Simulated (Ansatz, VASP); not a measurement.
## Ni: VASP beside Ansatz

File INCAR:

```
SYSTEM = Ni
PREC = Accurate
ENCUT = 520
EDIFF = 1E-6
ISMEAR = -1
SIGMA = 0.05
LREAL = .False.
LASPH = .True.
NELM = 150
ALGO = Normal
ISIF = 2
LWAVE = .False.
LCHARG = .False.
ISPIN = 2
MAGMOM = -0.839 -0.839
LORBIT = 11
LMAXMIX = 4
GGA = PE
NBANDS = 21
```

File KPOINTS:

```
regular mesh
0
Gamma
  17 17 17
  0 0 0
```

POSCAR

```
Ni
1.0
    0.0000000000      2.5501213059      2.5501213059
    2.5501213059      0.0000000000      2.5501213059
    2.5501213059      2.5501213059      0.0000000000
Ni
2
Direct
    0.1250000000      0.1250000000      0.1250000000
    0.8750000000      0.8750000000      0.8750000000
```

Input for Ansatz:

```yaml
crystal:
  lattice:
    - [0.0, 2.5501213059, 2.5501213059]
    - [2.5501213059, 0.0, 2.5501213059]
    - [2.5501213059, 2.5501213059, 0.0]
  atoms:
    - { symbol: Ni, position: [0.125, 0.125, 0.125], spin: -0.839 }
    - { symbol: Ni, position: [0.875, 0.875, 0.875], spin: -0.839 }
hamiltonian:
  xc: pbe
  pseudopotentials:
    kind: paw
    azcp:
      Ni: "pseudopotentials/Ni.paw.azcp"
basis:
  ecutwfc: 420
  fft_grid_basis: typed
kpoints:
  mp_grid: { grid: [17, 17, 17], shift: [0, 0, 0] }
magnetization:
  spin_polarized: true
scf:
  occupations: { method: fermi_dirac, width: 0.05 }
output:
  stress: true
```

Alike in both runs: task single point; functional PBE; k mesh 17 × 17 × 17; occupations fermi-dirac, width 0.05 eV; collinear spin.

```csv
,VASP,Ansatz
version,VASP 6.6.1,Ansatz 0.2.0
potentials or method,"VASP PAW PBE potentials, release 64 (Ni), cutoff 520 eV","plane waves (420 eV) with PAW, scalar-relativistic"
valence electrons in the cell,20,36
```

Ansatz gave:

```
pressure (GPa)                                                : 0.0
net moment per atom (μB)                                      : 0.80
size of the moment on the site where the two differ most (μB) : 0.84
```

Question: What did VASP give for the same quantities?

Answer: Pressure (GPa): 0.2; net moment per atom (μB): 0.79; size of the moment on the site where the two differ most (μB): 0.80.

Site moments also hang on the region over which each program counts them. With one functional, cell and mesh, what is left measures potentials, basis and numerics. VASP's potentials hold 20 valence electrons a cell and Ansatz's 36, so a difference there can come from the potentials and not from the codes.
